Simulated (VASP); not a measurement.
Zn, 1 atom in the cell. Symmetry: Fm-3m, No. 225, cubic system. Conventional cell: a = 3.905 Å, b = 3.905 Å, c = 3.905 Å, α = 90.00°, β = 90.00°, γ = 90.00°. Within 3.6 Å of Zn (site symmetry m-3m) lie 12 Zn at 2.76 Å. 

| Item | Value |
| --- | --- |
| Program | VASP 6.6.1 |
| Task | single point |
| Functional | PBE |
| Potentials or basis | VASP PAW PBE potentials, release 64 (Zn) |
| Cutoff | 520 eV |
| k mesh | 9 × 9 × 9 |
| Occupations | methfessel-paxton, width 0.05 eV |
| Spin | no spin polarisation |
| Dipole correction | no |
| Further INCAR settings | ALGO = Normal; EDIFF = 1e-07; NBANDS = 12 |

Potentials or basis: VASP PAW PBE potentials, release 64 (Zn).

The run is started by

```sh
$ cat potpaw_PBE.64/Zn/POTCAR > POTCAR
$ mpirun -np 1 vasp_std > vasp.out
```

Hardware: 1 thread of Intel Xeon 6975P-C, with other jobs on the host.

Estimate the wall time of this run.

Run time: 7.2 s on 1 thread of Intel Xeon 6975P-C, with other jobs on the host, peak memory 0.13 GiB. Counts: scf iterations 12, k points 35.
